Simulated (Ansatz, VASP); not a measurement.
## C: VASP beside Ansatz

```
CELL_PARAMETERS angstrom
2.45625 0.00000 0.00000
0.00000 4.25292 0.00000
0.00000 0.00000 7.18671
ATOMIC_POSITIONS crystal
C 0.50000 0.41663 0.75003
C 0.50000 0.91663 0.24997
C 0.50000 0.58337 0.24997
C 0.50000 0.08337 0.75003
C 0.00000 0.91663 0.75003
C 0.00000 0.41663 0.24997
C 0.00000 0.08337 0.24997
C 0.00000 0.58337 0.75003
```

Change from the starting cell: strain along c alone, the other axes held, atoms relaxed: +1.0 %.

Alike in both runs: functional r2SCAN; k mesh 14 × 8 × 6; occupations gaussian, width 0.1 eV; no spin polarisation.

Ansatz relaxed the structure, and its values are those at the end. VASP's run is a single point on that final structure, the one shown.

```csv
,VASP,Ansatz
version,VASP 6.6.1,Ansatz 0.2.0
potentials or method,"VASP PAW PBE potentials, release 64 (C), cutoff 520 eV","scalar-relativistic, plane waves, PAW"
valence electrons in the cell,32,32
```

```csv
,VASP,Ansatz,Ansatz less VASP
gap on the k mesh at the Fermi level (eV),0.09,0.09,-0.001
least direct gap on the mesh (eV),0.09,0.09,-0.001
pressure (GPa),0.6,0.0,-0.63
```

VASP's potentials were made for PBE, not for r2SCAN. With one functional, cell and mesh, what is left measures potentials, basis and numerics. Ansatz's warnings: stress scf threshold loose.
